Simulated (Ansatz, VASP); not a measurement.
## Two plane-wave programs on C

File INCAR:

```
SYSTEM = C
PREC = Accurate
ENCUT = 520
EDIFF = 1E-7
ISMEAR = 0
SIGMA = 0.05
LREAL = .False.
LASPH = .True.
NELM = 80
ALGO = Normal
ISIF = 2
LWAVE = .False.
LCHARG = .False.
GGA = PS
IVDW = 12
NBANDS = 11
```

Contents of KPOINTS:

```
Automatic mesh
0
Gamma
  15 15 15
  0 0 0
```

POSCAR

```
C
1.0
    1.2290461105      0.7095901028      3.2829684898
   -1.2290461105      0.7095901028      3.2829684898
    0.0000000000     -1.4191802055      3.2829684898
C
2
Direct
    0.1522403266      0.1522403266      0.1663329697
    0.8477596734      0.8477596734      0.8336670303
```

Input for Ansatz:

```yaml
crystal:
  lattice:
    - [1.2290461105, 0.7095901028, 3.2829684898]
    - [-1.2290461105, 0.7095901028, 3.2829684898]
    - [0.0, -1.4191802055, 3.2829684898]
  atoms:
    - { symbol: C, position: [0.1522403266, 0.1522403266, 0.1663329697] }
    - { symbol: C, position: [0.8477596734, 0.8477596734, 0.8336670303] }
basis:
  ecutwfc: 520.0
kpoints:
  mp_grid: { grid: [15, 15, 15] }
hamiltonian:
  xc: pbesol
  pseudopotentials: { kind: paw, azcp: { folder: soft_1 } }
  dispersion: d3bj
scf:
  occupations: { method: gaussian, width: 0.05 }
output:
  forces: true
  stress: true
  eigenvalues: true
```

Change from the starting cell: mode 4 frozen in at -0.095 Å and mode 6 at -0.020 Å (largest displacements).

Alike in both runs: task single point; functional PBEsol; dispersion D3(BJ); k mesh 15 × 15 × 15; occupations gaussian, width 0.05 eV; no spin polarisation.

|  | VASP | Ansatz |
| --- | --- | --- |
| version | VASP 6.6.1 | Ansatz 0.2.0 |
| potentials or method | VASP PAW PBE potentials, release 64 (C), cutoff 520 eV | scalar-relativistic, plane waves, PAW |
| valence electrons in the cell | 8 | 8 |

```tsv
	VASP	Ansatz	Ansatz less VASP
gap on the k mesh at the Fermi level (eV)	0.37	0.37	0.000
least direct gap on the mesh (eV)	0.37	0.37	0.000
pressure (GPa)	-1.0	-1.7	-0.75
traceless stress, the component that is largest in VASP (GPa)	7.18	6.69	-0.494
rms of the force components (eV/Å)	2.176	2.183	+0.0065
```

VASP's potentials were made for PBE, not for PBEsol, and Ansatz warns of the same on its side. Atom by atom the forces differ by 0.012 eV/Å (rms over components).
